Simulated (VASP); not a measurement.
# Rb (Fd-3m) in VASP: a series of runs

Rb is run at these levels: RPBE; tasks: single point.

All numbers are computed with VASP 6.6.1; they aren't measurements. Logs are shortened: lines on timing, memory, paths and dates and some standing lists are left out, and cuts for length are marked.

**1. The cell of the first run**

Symmetry: Fd-3m, No. 227, cubic system. Conventional cell: a = 10.380 Å, b = 10.380 Å, c = 10.380 Å, α = 90.00°, β = 90.00°, γ = 90.00°. Within 5.9 Å of Rb (site symmetry -43m) lie 4 Rb at 4.49 Å.

**2. Single point, RPBE (volume scaled by 0.88)**

File INCAR:

```
SYSTEM = Rb
PREC = Accurate
ENCUT = 520
EDIFF = 1E-6
ISMEAR = -1
SIGMA = 0.1
LREAL = .FALSE.
LASPH = .TRUE.
NELM = 100
ALGO = Normal
ISIF = 2
LWAVE = .FALSE.
LCHARG = .FALSE.
GGA = RP
NBANDS = 16
```

File KPOINTS:

```
Automatic mesh
0
G
  6 6 6
  0 0 0
```

File POSCAR:

```
Rb
1.0
    0.0000000000      5.1898713963      5.1898713963
    5.1898713963      0.0000000000      5.1898713963
    5.1898713963      5.1898713963      0.0000000000
Rb
2
Direct
    0.1250000000      0.1250000000      0.1250000000
    0.8750000000      0.8750000000      0.8750000000
```

Potentials or basis: VASP PAW PBE potentials, release 64 (Rb_sv).

Started as:

```console
$ cat potpaw_PBE.64/Rb_sv/POTCAR > POTCAR
$ mpirun -np 1 vasp_std > vasp.out
```

OUTCAR:

```text
SYSTEM = Rb
   PREC = Accurate
   ENCUT = 520
   EDIFF = 1E-6
   ISMEAR = -1
   LREAL = .FALSE.
   LASPH = .TRUE.
   NELM = 100
   ISIF = 2
   GGA = RP

 ion  position               nearest neighbor table
   1  0.125  0.125  0.125-   2 4.49   2 4.49   2 4.49   2 4.49
   2  0.875  0.875  0.875-   1 4.49   1 4.49   1 4.49   1 4.49

  LATTYP: Found a face centered cubic cell.
 ALAT       =    10.3797427926

  Lattice vectors:

 A1 = (   0.0000000000,   5.1898713963,   5.1898713963)
 A2 = (   5.1898713963,   0.0000000000,   5.1898713963)
 A3 = (   5.1898713963,   5.1898713963,   0.0000000000)

Analysis of symmetry for initial positions (statically):
=====================================================================
 Subroutine PRICEL returns:
 Original cell was already a primitive cell.

 Routine SETGRP: Setting up the symmetry group for a
 face centered cubic supercell.

 Subroutine GETGRP returns: Found 48 space group operations
 (whereof 12 operations were pure point group operations)
 out of a pool of 48 trial point group operations.

The static configuration has the point symmetry D_3d.
 The point group associated with its full space group is O_h .

Analysis of symmetry for dynamics (positions and initial velocities):
=====================================================================
 Subroutine PRICEL returns:
 Original cell was already a primitive cell.

 Routine SETGRP: Setting up the symmetry group for a
 face centered cubic supercell.

 Subroutine GETGRP returns: Found 48 space group operations
 (whereof 12 operations were pure point group operations)
 out of a pool of 48 trial point group operations.

The dynamic configuration has the point symmetry D_3d.
 The point group associated with its full space group is O_h .

 Subroutine INISYM returns: Found 48 space group operations
 (whereof 12 operations are pure point group operations),
 and found     1 'primitive' translations

----------------------------------------------------------------------------------------

                                     Primitive cell

  volume of cell :     279.5759

  direct lattice vectors                    reciprocal lattice vectors
     0.000000000  5.189871396  5.189871396    -0.096341501  0.096341501  0.096341501
     5.189871396  0.000000000  5.189871396     0.096341501 -0.096341501  0.096341501
     5.189871396  5.189871396  0.000000000     0.096341501  0.096341501 -0.096341501

  length of vectors
     7.339586516  7.339586516  7.339586516     0.166868375  0.166868375  0.166868375

  position of ions in fractional coordinates (direct lattice)
     0.125000000  0.125000000  0.125000000
     0.875000000  0.875000000  0.875000000

  ion indices of the primitive-cell ions
   primitive index   ion index
                 1           1
                 2           2

----------------------------------------------------------------------------------------

 KPOINTS: Automatic mesh

Automatic generation of k-mesh.
 Grid dimensions read from file:
 generate k-points for:    6    6    6

 Generating k-lattice:

  Cartesian coordinates                     Fractional coordinates (reciprocal lattice)
    -0.016056917  0.016056917  0.016056917     0.166666667  0.000000000  0.000000000
     0.016056917 -0.016056917  0.016056917     0.000000000  0.166666667  0.000000000
     0.016056917  0.016056917 -0.016056917     0.000000000  0.000000000  0.166666667

  Length of vectors
     0.027811396  0.027811396  0.027811396

  Shift w.r.t. Gamma in fractional coordinates (k-lattice)
     0.000000000  0.000000000  0.000000000

 Subroutine IBZKPT returns following result:
 ===========================================

 Found     16 irreducible k-points:

 Following reciprocal coordinates:
            Coordinates               Weight
  0.000000  0.000000  0.000000      1.000000
  0.166667  0.000000  0.000000      8.000000
  0.333333  0.000000  0.000000      8.000000
  0.500000  0.000000  0.000000      4.000000
  0.166667  0.166667  0.000000      6.000000
  0.333333  0.166667  0.000000     24.000000
[... 8 lines left out ...]
 -0.333333  0.333333  0.166667     24.000000
 -0.333333  0.500000  0.166667     12.000000
   k-points           NKPTS =     16   k-points in BZ     NKDIM =     16   number of bands    NBANDS=     16
   number of dos      NEDOS =    301   number of ions     NIONS =      2
   total plane-waves  NPLWV = 175616
   dimension x,y,z NGX =    56 NGY =   56 NGZ =   56
   dimension x,y,z NGXF=   112 NGYF=  112 NGZF=  112
   ions per type =               2
   NGX,Y,Z   is equivalent  to a cutoff of  12.68, 12.68, 12.68 a.u.
   NGXF,Y,Z  is equivalent  to a cutoff of  25.37, 25.37, 25.37 a.u.
 SYSTEM =  Rb
   PREC   = accura    normal or accurate (medium, high low for compatibility)
   ISTART =      0    job   : 0-new  1-cont  2-samecut
   ICHARG =      2    charge: 1-file 2-atom 10-const
   ISPIN  =      1    spin polarized calculation?
   LNONCOLLINEAR =      F non collinear calculations
   LSORBIT =      F    spin-orbit coupling
   LASPH  =      T    aspherical Exc in radial PAW
   ENCUT  =  520.0 eV  38.22 Ry    6.18 a.u.  13.65 13.65 13.65*2*pi/ulx,y,z
   NELM   =    100;   NELMIN=  2; NELMDL= -5     # of ELM steps
   EDIFF  = 0.1E-05   stopping-criterion for ELM
   LREAL  =      F    real-space projection
   EDIFFG = 0.1E-04   stopping-criterion for IOM
   NSW    =      0    number of steps for IOM
   IBRION =     -1    ionic relax: 0-MD 1-quasi-New 2-CG
   NFREE  =      0    steps in history (QN), initial steepest desc. (CG)
   ISIF   =      2    stress and relaxation
   ISYM   =      2    0-nonsym 1-usesym 2-fastsym
   POTIM  = 0.5000    time-step for ionic-motion
   TEBEG  =    0.0;   TEEND  =   0.0 temperature during run
   PSTRESS=    0.0 pullay stress
   NELECT =      18.0000    total number of electrons
   NUPDOWN=      -1.0000    fix difference up-down
   EMIN   =  10.00;   EMAX   =-10.00  energy-range for DOS
   EFERMI =   0.00;   METHOD = LEGACY
   ISMEAR =    -1;   SIGMA  =   0.10  broadening in eV -4-tet -1-fermi 0-gaus
   EFERMI_NEDOS =   21; number of points for ismear=-14 and -15
   IALGO  =     38    algorithm
   IMIX   =      4    mixing-type and parameters
     AMIX     =   0.40;   BMIX     =  1.00
     AMIX_MAG =   1.60;   BMIX_MAG =  1.00
  volume/ion in A,a.u.               =     139.79       943.34
  Fermi-wavevector in a.u.,A,eV,Ry     =   0.656144  1.239932  5.857645  0.430525
  Thomas-Fermi vector in A             =   1.727243
   LORBIT       =      0    0 simple, 1 ext, 2 COOP (PROOUT), +10 PAW based schemes
   GGA     = RP    functional components
   LHFCALC =     F    Hartree Fock is set to
   AEXX    =    0.0000 exact exchange contribution
   IVDW    =     0    specifies the selected vdW correction
   LEPSILON=     F    determine dielectric tensor
   LRPA    =     F    only Hartree local field effects (RPA)
 non-spin polarized calculation
  energy-cutoff  :      520.00
  volume of cell :      279.58
 maximum number of plane-waves:      7631
 NGX is ok and might be reduce to    56
   NGX = 27   NGY = 27   NGZ = 27

 number of electron      18.0000000 magnetization

 Free energy of the ion-electron system (eV)
  ---------------------------------------------------
  ext. energy  EPLUGINS =         0.00000000
  ---------------------------------------------------
  free energy    TOTEN  =        -1.16570118 eV

  energy without entropy =       -1.10697996  energy(sigma->0) =       -1.13634057

 E-fermi :  -0.5828     XC(G=0):  -4.3401

 val. band max:       -0.6253422772   @ k =   0.5000   0.0000   0.0000
 cond. band min:      -0.5632110658   @ k =   0.5000   0.5000   0.0000
 fundamental gap:      0.0621312114
 Fermi energy:        -0.5828235472

 k-point     1 :       0.0000    0.0000    0.0000
  band No.  band energies     occupation
      1     -30.0048      2.00000
      2     -29.9927      2.00000
      3     -14.1271      2.00000
      4     -14.1271      2.00000
      5     -14.1271      2.00000
      6     -14.0525      2.00000
[... 8 lines left out ...]
     15       1.7306      0.00000
     16       1.7306      0.00000

 k-point     2 :       0.1667    0.0000    0.0000
  band No.  band energies     occupation
      1     -30.0042      2.00000
      2     -29.9933      2.00000
      3     -14.1292      2.00000
      4     -14.1292      2.00000
      5     -14.1265      2.00000
      6     -14.0536      2.00000
[... 8 lines left out ...]
     15       1.6652      0.00000
     16       1.8656      0.00000

 k-point     3 :       0.3333    0.0000    0.0000
  band No.  band energies     occupation
      1     -30.0028      2.00000
      2     -29.9948      2.00000
      3     -14.1330      2.00000
      4     -14.1330      2.00000
      5     -14.1252      2.00000
      6     -14.0558      2.00000
[... 8 lines left out ...]
     15       1.6681      0.00000
     16       2.1167      0.00000

 k-point     4 :       0.5000    0.0000    0.0000
  band No.  band energies     occupation
      1     -30.0018      2.00000
      2     -29.9957      2.00000
      3     -14.1347      2.00000
      4     -14.1347      2.00000
      5     -14.1245      2.00000
      6     -14.0568      2.00000
[... 8 lines left out ...]
     15       1.6641      0.00000
     16       2.2770      0.00000

 k-point     5 :       0.1667    0.1667    0.0000
  band No.  band energies     occupation
      1     -30.0040      2.00000
      2     -29.9935      2.00000
      3     -14.1315      2.00000
      4     -14.1315      2.00000
      5     -14.1224      2.00000
      6     -14.0578      2.00000
[... 8 lines left out ...]
     15       1.7847      0.00000
     16       2.0095      0.00000

 k-point     6 :       0.3333    0.1667    0.0000
  band No.  band energies     occupation
      1     -30.0028      2.00000
      2     -29.9948      2.00000
      3     -14.1358      2.00000
      4     -14.1352      2.00000
      5     -14.1179      2.00000
      6     -14.0628      2.00000
[... 8 lines left out ...]
     15       1.8557      0.00000
     16       2.1196      0.00000

 k-point     7 :       0.5000    0.1667    0.0000
  band No.  band energies     occupation
      1     -30.0014      2.00000
      2     -29.9962      2.00000
      3     -14.1397      2.00000
      4     -14.1368      2.00000
      5     -14.1150      2.00000
      6     -14.0660      2.00000
[... 8 lines left out ...]
     15       1.9272      0.00000
     16       2.3214      0.00000

 k-point     8 :      -0.3333    0.1667    0.0000
  band No.  band energies     occupation
      1     -30.0018      2.00000
      2     -29.9957      2.00000
      3     -14.1397      2.00000
      4     -14.1347      2.00000
      5     -14.1169      2.00000
      6     -14.0640      2.00000
[... 8 lines left out ...]
     15       1.9447      0.00000
     16       2.1243      0.00000

 k-point     9 :      -0.1667    0.1667    0.0000
  band No.  band energies     occupation
      1     -30.0033      2.00000
      2     -29.9942      2.00000
      3     -14.1351      2.00000
      4     -14.1309      2.00000
      5     -14.1222      2.00000
      6     -14.0582      2.00000
[... 8 lines left out ...]
     15       1.8349      0.00000
     16       1.8773      0.00000

 k-point    10 :       0.3333    0.3333    0.0000
  band No.  band energies     occupation
      1     -30.0018      2.00000
      2     -29.9957      2.00000
      3     -14.1390      2.00000
      4     -14.1390      2.00000
      5     -14.1092      2.00000
      6     -14.0720      2.00000
[... 8 lines left out ...]
     15       2.1720      0.00000
     16       2.2858      0.00000

 k-point    11 :       0.5000    0.3333    0.0000
  band No.  band energies     occupation
      1     -30.0003      2.00000
      2     -29.9973      2.00000
      3     -14.1424      2.00000
      4     -14.1406      2.00000
      5     -14.1015      2.00000
      6     -14.0798      2.00000
[... 8 lines left out ...]
     15       2.1271      0.00000
     16       2.3732      0.00000

 k-point    12 :      -0.3333    0.3333    0.0000
  band No.  band energies     occupation
      1     -30.0003      2.00000
      2     -29.9973      2.00000
      3     -14.1436      2.00000
      4     -14.1386      2.00000
      5     -14.1046      2.00000
      6     -14.0765      2.00000
[... 8 lines left out ...]
     15       1.9582      0.00000
     16       2.3221      0.00000

 k-point    13 :       0.5000    0.5000    0.0000
  band No.  band energies     occupation
      1     -29.9988      2.00000
      2     -29.9988      2.00000
      3     -14.1424      2.00000
      4     -14.1424      2.00000
      5     -14.0908      2.00000
      6     -14.0908      2.00000
[... 8 lines left out ...]
     15       2.3752      0.00000
     16       2.3752      0.00000

 k-point    14 :       0.5000    0.3333    0.1667
  band No.  band energies     occupation
      1     -30.0014      2.00000
      2     -29.9962      2.00000
      3     -14.1411      2.00000
      4     -14.1377      2.00000
      5     -14.1098      2.00000
      6     -14.0712      2.00000
[... 8 lines left out ...]
     15       1.8468      0.00000
     16       2.2103      0.00000

 k-point    15 :      -0.3333    0.3333    0.1667
  band No.  band energies     occupation
      1     -30.0003      2.00000
      2     -29.9973      2.00000
      3     -14.1430      2.00000
      4     -14.1394      2.00000
      5     -14.1041      2.00000
      6     -14.0769      2.00000
[... 8 lines left out ...]
     15       1.9617      0.00000
     16       2.1495      0.00000

 k-point    16 :      -0.3333    0.5000    0.1667
  band No.  band energies     occupation
      1     -29.9988      2.00000
      2     -29.9988      2.00000
      3     -14.1425      2.00000
      4     -14.1425      2.00000
      5     -14.0906      2.00000
      6     -14.0906      2.00000
[... 8 lines left out ...]
     15       2.1217      0.00000
     16       2.1217      0.00000

------------------------ aborting loop because EDIFF is reached ----------------------------------------

  FORCE on cell =-STRESS in cart. coord.  units (eV):
  Direction    XX          YY          ZZ          XY          YZ          ZX
  --------------------------------------------------------------------------------------
  -------------------------------------------------------------------------------------
  Total        0.2119436      0.2119436      0.2119436      0.0000000     -0.0000000      0.0000000
  in kB        1.2145940      1.2145940      1.2145940      0.0000000     -0.0000000      0.0000000
  external PRESSURE =       1.2145940 kB  Pullay stress =       0.0000000 kB

 VOLUME and BASIS-vectors are now :
 -----------------------------------------------------------------------------
  energy-cutoff  :      520.00
  volume of cell :      279.58
      direct lattice vectors                 reciprocal lattice vectors
     0.000000000  5.189871396  5.189871396    -0.096341501  0.096341501  0.096341501
     5.189871396  0.000000000  5.189871396     0.096341501 -0.096341501  0.096341501
     5.189871396  5.189871396  0.000000000     0.096341501  0.096341501 -0.096341501

 POSITION                                       TOTAL-FORCE (eV/Angst)
 -----------------------------------------------------------------------------------
      1.29747      1.29747      1.29747        -0.000000      0.000000      0.000000
      9.08227      9.08227      9.08227         0.000000     -0.000000     -0.000000
 -----------------------------------------------------------------------------------
    total drift:                                0.000000      0.000000     -0.000000

  FREE ENERGIE OF THE ION-ELECTRON SYSTEM (eV)
  ---------------------------------------------------
  free  energy   TOTEN  =        -1.1657011789 eV

  energy  without entropy=       -1.1069799578  energy(sigma->0) =       -1.13634057
```

Wall time 80 s (1 thread of Intel Xeon Platinum 8488C (Sapphire Rapids), shared host); peak memory 0.42 GiB.

What came out:

```
Free energy            : -1.1657 eV
Pressure               : 0.1 GPa
Band gap on the k mesh : zero (band 9 reaches -0.46 eV, above the bottom of band 10 at -0.63 eV)
```

Levels at points of the mesh, in eV from the Fermi level:
| k point | band 6 | band 7 | band 8 | band 9 | band 10 | band 11 | band 12 | band 13 |
| --- | --- | --- | --- | --- | --- | --- | --- | --- |
| (0.00, 0.00, 0.00) | -13.47 | -13.47 | -13.47 | -1.50 | 2.04 | 2.04 | 2.04 | 2.24 |
| (0.50, 0.00, 0.00) | -13.47 | -13.46 | -13.46 | -0.57 | -0.04 | 1.76 | 1.76 | 2.01 |
| (0.50, 0.50, 0.00) | -13.51 | -13.45 | -13.45 | 0.02 | 0.02 | 1.10 | 1.10 | 1.58 |

Caveat: the PAW data sets were made with another functional, which shifts forces and pressure a little.

**3. Single point, RPBE (volume scaled by 0.92)**

File INCAR:

```
SYSTEM = Rb
PREC = Accurate
ENCUT = 520
EDIFF = 1E-7
ISMEAR = -1
SIGMA = 0.1
LREAL = .False.
LASPH = .True.
NELM = 60
ALGO = Normal
ISIF = 2
LWAVE = .False.
LCHARG = .False.
GGA = RP
NBANDS = 16
```

File KPOINTS:

```
Automatic mesh
0
Gamma
  6 6 6
  0 0 0
```

File POSCAR:

```
Rb
1.0
    0.0000000000      5.2673435852      5.2673435852
    5.2673435852      0.0000000000      5.2673435852
    5.2673435852      5.2673435852      0.0000000000
Rb
2
Direct
    0.1250000000      0.1250000000      0.1250000000
    0.8750000000      0.8750000000      0.8750000000
```

Potentials or basis: VASP PAW PBE potentials, release 64 (Rb_sv).

Started as:

```console
$ cat potpaw_PBE.64/Rb_sv/POTCAR > POTCAR
$ mpirun -np 1 vasp_std > vasp.out
```

Run time: 76 s. Hardware: 1 thread of Intel Xeon Platinum 8488C (Sapphire Rapids), shared host; peak memory 0.43 GiB.

It converged, with:

```
Free energy            : -1.1735 eV
Pressure               : 0.1 GPa
Band gap on the k mesh : zero (band 9 reaches -0.54 eV, above the bottom of band 10 at -0.67 eV)
```

Levels at points of the mesh, in eV from the Fermi level:
```tsv
k point	band 5	band 6	band 7	band 8	band 9	band 10	band 11	band 12	band 13	band 14
(0.00, 0.00, 0.00)	-13.53	-13.47	-13.47	-13.47	-1.45	2.01	2.01	2.01	2.23	2.23
(0.50, 0.00, 0.00)	-13.53	-13.47	-13.46	-13.46	-0.57	-0.02	1.76	1.76	1.97	2.18
(0.50, 0.50, 0.00)	-13.50	-13.50	-13.46	-13.46	0.01	0.01	1.11	1.11	1.54	1.54
```

Caveat: the PAW data sets were made with another functional, which shifts forces and pressure a little.

**4. Single point, RPBE (volume scaled by 0.96)**

File INCAR:

```
  PREC = Accurate
  ENCUT = 520
  EDIFF = 1E-6
  ISMEAR = -1
  SIGMA = 0.1
  LREAL = False
  LASPH = True
  NELM = 80
  ALGO = Normal
  ISIF = 2
  LWAVE = False
  LCHARG = True
  GGA = RP
  LELF = True
  LVHAR = True
  NBANDS = 16
```

File KPOINTS:

```
Automatic mesh
0
Gamma
  6 6 6
```

File POSCAR:

```
Rb
1.0
    0.0000000000      5.3426015184      5.3426015184
    5.3426015184      0.0000000000      5.3426015184
    5.3426015184      5.3426015184      0.0000000000
Rb
2
Direct
    0.1250000000      0.1250000000      0.1250000000
    0.8750000000      0.8750000000      0.8750000000
```

Started as:

```console
$ cat potpaw_PBE.64/Rb_sv/POTCAR > POTCAR
$ mpirun -np 1 vasp_std > vasp.out
```

Run time: 92 s. Hardware: 1 thread of Intel Xeon Platinum 8488C (Sapphire Rapids), shared host; peak memory 0.42 GiB.

It converged, with:

```
Free energy            : -1.1779 eV
Pressure               : 0.0 GPa
Band gap on the k mesh : zero (band 9 reaches -0.62 eV, above the bottom of band 10 at -0.72 eV)
```

Levels at points of the mesh, in eV from the Fermi level:
```
           k point  band 6  band 7  band 8  band 9  band 10  band 11  band 12  band 13
(0.00, 0.00, 0.00)  -13.47  -13.47  -13.47   -1.40     1.98     1.98     1.98     2.23
(0.50, 0.00, 0.00)  -13.47  -13.46  -13.46   -0.56     0.00     1.76     1.76     1.93
(0.50, 0.50, 0.00)  -13.50  -13.46  -13.46    0.01     0.01     1.13     1.13     1.50
```

Caveat: the PAW data sets were made with another functional, which shifts forces and pressure a little.

**5. Summary**

| cell | gap on the mesh (eV) | pressure (GPa) |
| --- | --- | --- |
| a = 7.340 Å, angles 60.0°, 2 atoms | none | 0.1 |
| a = 7.449 Å, angles 60.0°, 2 atoms | none | 0.1 |
| a = 7.556 Å, angles 60.0°, 2 atoms | none | 0.0 |

Alike in all rows: task single point; level RPBE; potentials or basis VASP PAW PBE potentials, release 64 (Rb_sv); no spin polarisation; k mesh 6 × 6 × 6; cutoff (eV) 520; smearing fermi-dirac 0.1 eV.

Caveats: the PAW data sets were made with another functional, which shifts forces and pressure a little.

Absolute energies hang on the potentials; compare differences alone.
